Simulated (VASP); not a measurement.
A run of VASP 6.6.1:

INCAR

```
PREC = Accurate ; ENCUT = 520
EDIFF = 1E-6 ; ISMEAR = 0
SIGMA = 0.05 ; LREAL = F
LASPH = T ; NELM = 100
ALGO = Normal ; ISIF = 2
LWAVE = F ; LCHARG = F
GGA = PS ; NBANDS = 26
```

File KPOINTS:

```
regular mesh
0
Gamma
  9 9 4
```

Contents of POSCAR:

```
MgO
1.0
    3.2553371795      0.0000000000      0.0000000000
   -1.6276685897      2.8192046953      0.0000000000
    0.0000000000      0.0000000000     10.4149514991
Mg O
4 4
Direct
    0.3333333333      0.6666666667      0.9695963559
    0.0000000000      0.0000000000      0.2209473890
    0.0000000000      0.0000000000      0.7209473890
    0.6666666667      0.3333333333      0.4695963559
    0.3333333333      0.6666666667      0.7799156657
   -0.1996720967      0.0000000000      0.5045746589
    0.0000000000      0.0000000000      0.0295387694
    0.6666666667      0.3333333333      0.2799156657
```

Potentials or basis: VASP PAW PBE potentials, release 64 (Mg, O).

The run is started by

```console
$ cat potpaw_PBE.64/Mg/POTCAR potpaw_PBE.64/O/POTCAR > POTCAR
$ mpirun -np 1 vasp_std > vasp.out
```

Hardware: 1 thread of Intel(R) Xeon(R) 6975P-C (Granite Rapids) (shared host).

How long does it take, and how much memory?

It took 2.2 min on 1 thread of Intel(R) Xeon(R) 6975P-C (Granite Rapids) (shared host), peak memory 0.44 GiB. Counts: scf iterations 15, k points 163.
